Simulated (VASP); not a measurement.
# SrO (Fm-3m) in VASP: further runs, part 2 of 2

VASP 6.6.1.

## (3) Single point, HSE06 (strain +1.0%)

The input, POSCAR:

```
SrO
1.0
    0.0000000000      2.6056912491      2.6056912491
    2.6056912491      0.0000000000      2.6056912491
    2.6056912491      2.6056912491      0.0000000000
Sr O
1 1
Direct
    0.0000000000      0.0000000000      0.0000000000
    0.5000000000      0.5000000000      0.5000000000
```

The input, INCAR.step1:

```
  PREC = Accurate
  ENCUT = 520
  EDIFF = 1E-5
  ISMEAR = 0
  SIGMA = 0.01
  LREAL = F
  LASPH = T
  NELM = 100
  ALGO = Normal
  ISIF = 2
  LWAVE = T
  LCHARG = F
  NBANDS = 15
  GGA = PE
```

The input, INCAR.step2:

```
  PREC = Accurate
  ENCUT = 520
  EDIFF = 1E-6
  ISMEAR = 0
  SIGMA = 0.01
  LREAL = F
  LASPH = T
  NELM = 100
  ALGO = Normal
  ISIF = 2
  LWAVE = F
  LCHARG = F
  GGA = PE
  LHFCALC = T
  HFSCREEN = 0.2079
  PRECFOCK = Normal
  NBANDS = 15
  ISTART = 1
```

The input, KPOINTS:

```
Automatic mesh
0
Gamma
  6 6 6
```

Potentials or basis: VASP PAW PBE potentials, release 64 (Sr_sv, O).

The run is started by

```bash
cat potpaw_PBE.64/Sr_sv/POTCAR potpaw_PBE.64/O/POTCAR > POTCAR
cp INCAR.step1 INCAR
mpirun -np 1 vasp_std > vasp.out
cp INCAR.step2 INCAR
mpirun -np 1 vasp_std > vasp.out
```

OUTCAR:

```text
PREC = Accurate
   ENCUT = 520
   EDIFF = 1E-6
   ISMEAR = 0
   LREAL = F
   LASPH = T
   NELM = 100
   ISIF = 2
   GGA = PE
   LHFCALC = T
   HFSCREEN = 0.2079
   PRECFOCK = Normal
   ISTART = 1

 ion  position               nearest neighbor table
   1  0.000  0.000  0.000-   2 2.61   2 2.61   2 2.61   2 2.61   2 2.61   2 2.61
   2  0.500  0.500  0.500-   1 2.61   1 2.61   1 2.61   1 2.61   1 2.61   1 2.61

  LATTYP: Found a face centered cubic cell.
 ALAT       =     5.2113824982

  Lattice vectors:

 A1 = (   0.0000000000,   2.6056912491,   2.6056912491)
 A2 = (   2.6056912491,   0.0000000000,   2.6056912491)
 A3 = (   2.6056912491,   2.6056912491,   0.0000000000)

Analysis of symmetry for initial positions (statically):
=====================================================================
 Subroutine PRICEL returns:
 Original cell was already a primitive cell.

 Routine SETGRP: Setting up the symmetry group for a
 face centered cubic supercell.

 Subroutine GETGRP returns: Found 48 space group operations
 (whereof 48 operations were pure point group operations)
 out of a pool of 48 trial point group operations.

The static configuration has the point symmetry O_h .

Analysis of symmetry for dynamics (positions and initial velocities):
=====================================================================
 Subroutine PRICEL returns:
 Original cell was already a primitive cell.

 Routine SETGRP: Setting up the symmetry group for a
 face centered cubic supercell.

 Subroutine GETGRP returns: Found 48 space group operations
 (whereof 48 operations were pure point group operations)
 out of a pool of 48 trial point group operations.

The dynamic configuration has the point symmetry O_h .

 Subroutine INISYM returns: Found 48 space group operations
[... 121 lines left out ...]
   HFSCREEN=    0.2079 screening length (either q_TF or 0.3 A-1)
   HFSCREENC=   0.2079 screening length for correlation (either q_TF or 0.3 A-1)
   ENCUTFOCK=  -1.0 apply spherical cutoff to Coloumb kernel
   IVDW    =     0    specifies the selected vdW correction
   LEPSILON=     F    determine dielectric tensor
   LRPA    =     F    only Hartree local field effects (RPA)
 non-spin polarized calculation
 Gauss-broadening in eV      SIGMA  =   0.01
  energy-cutoff  :      520.00
  volume of cell :       35.38
 maximum number of plane-waves:       962
  NGX = 24; NGY = 24; NGZ = 24

 number of electron      16.0000001 magnetization

 Free energy of the ion-electron system (eV)
  ---------------------------------------------------
  ext. energy  EPLUGINS =         0.00000000
  ---------------------------------------------------
  free energy    TOTEN  =       -14.17685997 eV

  energy without entropy =      -14.17685997  energy(sigma->0) =      -14.17685997

 E-fermi :   0.4764     XC(G=0):  -8.1162

 val. band max:        0.4250351626   @ k =   0.0000   0.0000   0.0000
 cond. band min:       5.1725056039   @ k =   0.5000   0.5000   0.0000
 fundamental gap:      4.7474704414
 Fermi energy:         0.4763973728

 k-point     1 :       0.0000    0.0000    0.0000
  band No.  band energies     occupation
      1     -34.0593      2.00000
      2     -16.0873      2.00000
      3     -14.4490      2.00000
      4     -14.4490      2.00000
      5     -14.4490      2.00000
      6       0.4250      2.00000
      7       0.4250      2.00000
      8       0.4250      2.00000
      9       5.5858      0.00000
     10       8.1903      0.00000
     11       8.1903      0.00000
     12       8.1903      0.00000
     13      10.3528      0.00000
     14      10.3528      0.00000
[... 257 lines left out ...]
      2     -16.4773      2.00000
      3     -15.2106      2.00000
      4     -14.9341      2.00000
      5     -14.1800      2.00000
      6      -0.4771      2.00000
      7      -0.1281      2.00000
      8       0.0476      2.00000
      9       6.5424      0.00000
     10       9.5062      0.00000
     11      10.3576      0.00000
     12      13.0418      0.00000
     13      13.1606      0.00000
     14      14.7485      0.00000
     15      15.3860      0.00000

------------------------ aborting loop because EDIFF is reached ----------------------------------------

  FORCE on cell =-STRESS in cart. coord.  units (eV):
  Direction    XX          YY          ZZ          XY          YZ          ZX
  --------------------------------------------------------------------------------------
  -------------------------------------------------------------------------------------
  Total       -0.5333094     -0.5333094     -0.5333094      0.0000000      0.0000000     -0.0000000
  in kB      -24.1485438    -24.1485438    -24.1485438      0.0000000      0.0000000     -0.0000000
  external PRESSURE =     -24.1485438 kB  Pullay stress =       0.0000000 kB

 VOLUME and BASIS-vectors are now :
 -----------------------------------------------------------------------------
  energy-cutoff  :      520.00
  volume of cell :       35.38
      direct lattice vectors                 reciprocal lattice vectors
     0.000000000  2.605691249  2.605691249    -0.191887661  0.191887661  0.191887661
     2.605691249  0.000000000  2.605691249     0.191887661 -0.191887661  0.191887661
     2.605691249  2.605691249  0.000000000     0.191887661  0.191887661 -0.191887661

 POSITION                                       TOTAL-FORCE (eV/Angst)
 -----------------------------------------------------------------------------------
      0.00000      0.00000      0.00000        -0.000000     -0.000000      0.000000
      2.60569      2.60569      2.60569         0.000000      0.000000     -0.000000
 -----------------------------------------------------------------------------------
    total drift:                               -0.000000     -0.000000     -0.000000

  FREE ENERGIE OF THE ION-ELECTRON SYSTEM (eV)
  ---------------------------------------------------
  free  energy   TOTEN  =       -14.1768599671 eV

  energy  without entropy=      -14.1768599671  energy(sigma->0) =      -14.17685997
```

OSZICAR.step1:

```text
N       E                     dE             d eps       ncg     rms          rms(c)
DAV:   1     0.734789466852E+02    0.73479E+02   -0.83835E+03   480   0.104E+03
DAV:   2    -0.110298547410E+02   -0.84509E+02   -0.76935E+02   707   0.222E+02
DAV:   3    -0.141939975191E+02   -0.31641E+01   -0.31439E+01   596   0.398E+01
DAV:   4    -0.142528976355E+02   -0.58900E-01   -0.58894E-01   655   0.525E+00
DAV:   5    -0.142537916004E+02   -0.89396E-03   -0.89396E-03   579   0.501E-01    0.153E+01
DAV:   6    -0.122177087769E+02    0.20361E+01   -0.68683E+00   487   0.192E+01    0.180E+01
DAV:   7    -0.120641982582E+02    0.15351E+00   -0.33030E-01   557   0.499E+00    0.104E+01
DAV:   8    -0.120532600727E+02    0.10938E-01   -0.12208E-01   613   0.352E+00    0.375E-01
DAV:   9    -0.120543815500E+02   -0.11215E-02   -0.62956E-03   606   0.505E-01    0.235E-01
DAV:  10    -0.120548299746E+02   -0.44842E-03   -0.42967E-04   522   0.197E-01    0.907E-02
DAV:  11    -0.120549920747E+02   -0.16210E-03   -0.17064E-04   508   0.959E-02    0.286E-02
DAV:  12    -0.120550121138E+02   -0.20039E-04   -0.30002E-05   514   0.395E-02    0.253E-02
DAV:  13    -0.120550118761E+02    0.23762E-06   -0.16347E-06   366   0.118E-02
   1 F= -.12055012E+02 E0= -.12055012E+02  d E =-.449576E-84
```

Wall time 48 min (1 thread of AMD EPYC 7R43 (Zen 3), shared host); peak memory 0.24 GiB.

Results:

```
Free energy            : -14.1769 eV
Pressure               : -2.4 GPa
Band gap on the k mesh : 4.75 eV (least direct gap 4.88 eV)
```

Levels at points of the mesh, in eV from the valence-band top:
```tsv
k point	band 6	band 7	band 8	band 9	band 10	band 11
(0.00, 0.00, 0.00)	0.00	0.00	0.00	5.16	7.77	7.77
(0.50, 0.00, 0.00)	-2.19	-1.12	-1.12	8.05	9.64	10.46
(0.50, 0.50, 0.00)	-0.55	-0.13	-0.13	4.75	9.24	11.76
```

Caveat: the cell differs from its parent crystal (strain +1.0%); the PAW data sets were made with another functional, which shifts forces and pressure a little.
